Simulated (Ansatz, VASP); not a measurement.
# One calculation of Fe, two programs

```xyz
1
Lattice="-1.3911 1.3911 1.3911 1.3911 -1.3911 1.3911 1.3911 1.3911 -1.3911" Properties=species:S:1:pos:R:3 pbc="T T T"
Fe    0.0000    0.0000    0.0000
```

Alike in both runs: functional RPBE; k mesh 15 × 15 × 15; occupations fermi-dirac, width 0.1 eV; no spin polarisation.

Ansatz relaxed the structure, and its values are those at the end. VASP's run is a single point on that final structure, the one shown.

|  | VASP | Ansatz |
| --- | --- | --- |
| version | VASP 6.6.1 | Ansatz 0.2.0 |
| potentials or method | VASP PAW PBE potentials, release 64 (Fe), cutoff 520 eV | plane waves (420 eV) with PAW, scalar-relativistic |
| valence electrons in the cell | 8 | 16 |

Ansatz gave:

* pressure (GPa): 0.0

Task: Which values does VASP return?

Result: Pressure (GPa): -1.2.

VASP's potentials were made for PBE, not for RPBE. With one functional, cell and mesh, what is left measures potentials, basis and numerics. VASP's potentials hold 8 valence electrons a cell and Ansatz's 16, so a difference there can come from the potentials and not from the codes.
